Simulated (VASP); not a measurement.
A run of VASP 6.6.1 is set up as follows.

Contents of INCAR:

```
PREC = Accurate ; ENCUT = 520
EDIFF = 1E-7 ; ISMEAR = 0
SIGMA = 0.02 ; LREAL = F
LASPH = T ; NELM = 100
ALGO = Normal ; ISIF = 2
LWAVE = F ; LCHARG = F
LDIPOL = T ; IDIPOL = 3
DIPOL = 0.5 0.5 0.500 ; GGA = PE
IVDW = 12 ; NBANDS = 27
```

File KPOINTS:

```
regular mesh
0
Gamma
  9 9 1
```

Contents of POSCAR:

```
InSe
1.0
    3.8920000000      0.0000000000      0.0000000000
   -1.9460000000      3.3705708715      0.0000000000
    0.0000000000      0.0000000000     36.7199571806
Se In
2 2
Direct
    0.0000000000      0.0000000000      0.4218950696
    0.0000000000      0.0000000000      0.5780771689
    0.6666666667      0.3333333333      0.4594644305
    0.6666666667      0.3333333333      0.5405078700
```

Potentials or basis: VASP PAW PBE potentials, release 64 (Se, In_d).

Run with:

```sh
$ cat potpaw_PBE.64/Se/POTCAR potpaw_PBE.64/In_d/POTCAR > POTCAR
$ mpirun -np 1 vasp_std > vasp.out
```

(1) Predict the band gap on the k mesh.

(2) Predict the largest force.

(3) Estimate the dispersion energy per atom.

Results:

(1) 1.89 eV, direct.

(2) 0.654 eV/Å.

(3) -0.229 eV.

Caveat: spin-orbit coupling is left out, which moves the levels of the heavy elements.
